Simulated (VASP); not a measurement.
**Ru2Se: single point with PBE**

Ru2Se:

```
Ru Se
1.0
     4.27981    0.00000    0.00000
    -2.13991    3.70642    0.00000
     0.00000    0.00000    2.97188
Ru Se
2 1
Direct
  0.33333 0.66667 0.50000
  0.66667 0.33333 0.50000
  0.00000 0.00000 0.00000
```

* Program: VASP 6.6.1
* Task: single point
* Functional: PBE
* Potentials or basis: VASP PAW PBE potentials, release 64 (Ru_pv, Se)
* Cutoff: 520 eV
* k mesh: 12 × 12 × 16
* Occupations: gaussian, width 0.1 eV
* Spin: no spin polarisation

```json
{"Pressure": "0.1 GPa", "Band gap on the k mesh": "zero (bands 17 and 18 overlap by 1.25 eV)"}
```

Stress tensor (GPa, compression positive):
```
 0.15  0.00  0.00
 0.00  0.15  0.00
 0.00  0.00 -0.01
```

Levels at points of the mesh, in eV from the Fermi level:
```csv
k point,band 13,band 14,band 15,band 16,band 17,band 18,band 19,band 20,band 21,band 22
"(0.00, 0.00, 0.00)",-2.10,-1.79,-1.79,-1.63,0.19,0.19,0.20,1.71,1.71,4.23
"(0.50, 0.00, 0.00)",-3.00,-2.52,-2.16,-0.26,0.02,0.38,0.68,2.12,2.44,6.78
"(0.00, 0.00, 0.50)",-2.68,-2.68,-2.08,-2.08,-0.66,1.71,2.04,2.04,2.27,5.57
"(0.50, 0.00, 0.50)",-3.32,-2.46,-0.50,0.16,0.44,1.07,1.43,1.44,3.25,4.06
```

Wall time 46 s on 1 thread of Intel(R) Xeon(R) 6975P-C (Granite Rapids) (shared host), peak memory 0.29 GiB.
